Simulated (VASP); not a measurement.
# TiO2: single point with PBE+U

TiO2:

```
Ti O
1.0
     2.74181   -2.74188   -0.02046
     2.74181    2.74188   -0.02046
    -2.70461    0.00000    4.98725
Ti O
2 4
Direct
  0.12501 0.87499 0.25000
  0.87499 0.12501 0.75000
  0.33329 0.08331 0.66659
  0.66671 0.91669 0.33341
  0.91669 0.66671 0.83341
  0.08331 0.33329 0.16659
```

This cell differs from its parent crystal: atoms shifted along a free coordinate.

```
Program                : VASP 6.6.1
Task                   : single point
Functional             : PBE
Potentials or basis    : VASP PAW PBE potentials, release 64 (Ti_sv, O)
Cutoff                 : 520 eV
k mesh                 : 6 × 6 × 6
Occupations            : gaussian, width 0.05 eV
Spin                   : no spin polarisation
Hubbard terms          : Ti d U = 4.0 eV
Dipole correction      : no
Further INCAR settings : ALGO = Normal; EDIFF = 1e-06; NBANDS = 33
```

```
Pressure               : -6.2 GPa
Largest force          : 0.472 eV/Å
Band gap on the k mesh : 2.46 eV (least direct gap 2.79 eV)
```

Forces in eV/Å, atoms in the order of the input:
```
Ti   0.000  0.000  0.000
Ti   0.000  0.000  0.000
O   -0.004  0.000 -0.472
O    0.004  0.000  0.472
O    0.004  0.000  0.472
O   -0.004  0.000 -0.472
```

Stress tensor (GPa, compression positive):
```
-4.56  0.00 -0.04
 0.00 -4.56  0.00
-0.04  0.00 -9.43
```

Levels at points of the mesh, in eV from the valence-band top:
```
           k point  band 20  band 21  band 22  band 23  band 24  band 25  band 26  band 27  band 28  band 29
(0.00, 0.00, 0.00)    -0.84    -0.84    -0.82    -0.38    -0.38     2.46     3.06     3.95     3.95     4.03
(0.50, 0.00, 0.00)    -1.81    -1.66    -1.04    -0.81    -0.69     3.42     3.56     3.61     3.72     4.25
(0.50, 0.50, 0.00)    -2.39    -1.93    -1.93     0.00     0.00     3.44     3.44     3.82     3.82     4.82
(0.00, 0.00, 0.50)    -1.38    -1.33    -1.33    -0.15    -0.15     2.75     2.75     3.86     3.86     4.13
(0.50, 0.00, 0.50)    -1.81    -1.66    -1.04    -0.81    -0.69     3.42     3.56     3.61     3.71     4.25
(0.50, 0.50, 0.50)    -2.39    -1.93    -1.93     0.00     0.00     3.44     3.44     3.82     3.82     4.82
```

Eigenvalues of the final occupation matrices:
```tsv
site	spin	trace	eigenvalues
site 1 d	1	0.76	0.09 0.09 0.11 0.23 0.24
site 1 d	2	0.76	0.09 0.09 0.11 0.23 0.24
site 2 d	1	0.76	0.09 0.09 0.11 0.23 0.24
site 2 d	2	0.76	0.09 0.09 0.11 0.23 0.24
```

It took 6.8 min on 1 thread of Intel Xeon 8259CL (shared host), peak memory 0.27 GiB.

Caveat: the cell differs from its parent crystal (atoms shifted along a free coordinate); the cell stands under tension. A k mesh can miss the band edges.
